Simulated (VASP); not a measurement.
A run of VASP 6.6.1 is set up as follows.

File INCAR:

```
PREC = Accurate
ENCUT = 520
EDIFF = 1E-6
ISMEAR = 0
SIGMA = 0.02
LREAL = F
LASPH = T
NELM = 100
ALGO = Normal
ISIF = 2
LWAVE = F
LCHARG = T
GGA = PE
LELF = T
LVHAR = T
NBANDS = 12
```

KPOINTS

```
Automatic mesh
0
Gamma
  4 12 2
```

Contents of POSCAR:

```
Cu
1.0
   11.8526838519      0.0479008514      0.1019339373
    0.0092661981      2.3216750292     -0.0145483786
   -4.5162438711     -0.1603579074     22.6059038184
Cu
1
Direct
    0.5000000000      0.5000000000      0.5000000000
```

Potentials or basis: VASP PAW PBE potentials, release 64 (Cu).

Launch:

```console
$ cat potpaw_PBE.64/Cu/POTCAR > POTCAR
$ mpirun -np 1 vasp_std > vasp.out
```

Problem. What does it give for the pressure?

Solution. 0.0 GPa.

Caveat: the cell differs from its parent crystal (the cell strained at random).
